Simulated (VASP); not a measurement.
Runs of VASP 6.6.1 on Pt. The structure is that of space group P6_3/mmc (No. 194), or close to it. The cells are those of the table. 

```tsv
cell	further INCAR settings	gap on the mesh (eV)	pressure (GPa)
a = 2.589, b = 2.589, c = 4.942 Å, angles 90.0, 90.0, 120.0°, 2 atoms	ALGO = Fast; EDIFF = 1e-06; NBANDS = 17	none	25.2
a = 2.589, b = 2.589, c = 4.707 Å, angles 90.0, 90.0, 120.0°, 2 atoms	ALGO = Fast; EDIFF = 1e-06; NBANDS = 17	none	(c)
a = 2.589, b = 2.589, c = 4.589 Å, angles 90.0, 90.0, 120.0°, 2 atoms	ALGO = Fast; EDIFF = 1e-06; NBANDS = 17	none	(b)
a = 2.657, b = 2.657, c = 4.471 Å, angles 90.0, 90.0, 120.0°, 2 atoms	ALGO = Fast; EDIFF = 1e-06; NBANDS = 17	none	37.0
a = 2.589, b = 2.589, c = 4.471 Å, angles 90.0, 90.0, 120.0°, 2 atoms	ALGO = Fast; EDIFF = 1e-06; NBANDS = 17	none	65.3
a = 2.589, b = 2.589, c = 4.824 Å, angles 90.0, 90.0, 120.0°, 2 atoms	ALGO = Fast; EDIFF = 1e-07; NBANDS = 17	none	(a)
a = 2.657, b = 2.657, c = 4.589 Å, angles 90.0, 90.0, 120.0°, 2 atoms	ALGO = Fast; EDIFF = 1e-06; NBANDS = 17	none	26.1
a = 2.725, b = 2.725, c = 4.471 Å, angles 90.0, 90.0, 120.0°, 2 atoms	ALGO = Fast; EDIFF = 1e-07; NBANDS = 17	none	16.0
```

Alike in all rows: task single point; level PBEsol; potentials or basis VASP PAW PBE potentials, release 64 (Pt); no spin polarisation; k mesh 24 × 24 × 14; cutoff (eV) 520; smearing gaussian 0.15 eV.

**Question.** Fill in the values left out.

**Answer.** (a) 32.3; (b) 52.1; (c) 41.2.

Caveats: the PAW data sets were made with another functional, which shifts forces and pressure a little; spin-orbit coupling is left out, which moves the levels of the heavy elements.

A k mesh can miss the band edges, and the runs leave out spin-orbit coupling on Pt.

A gap of «none» marks levels without a gap at the run's occupations.
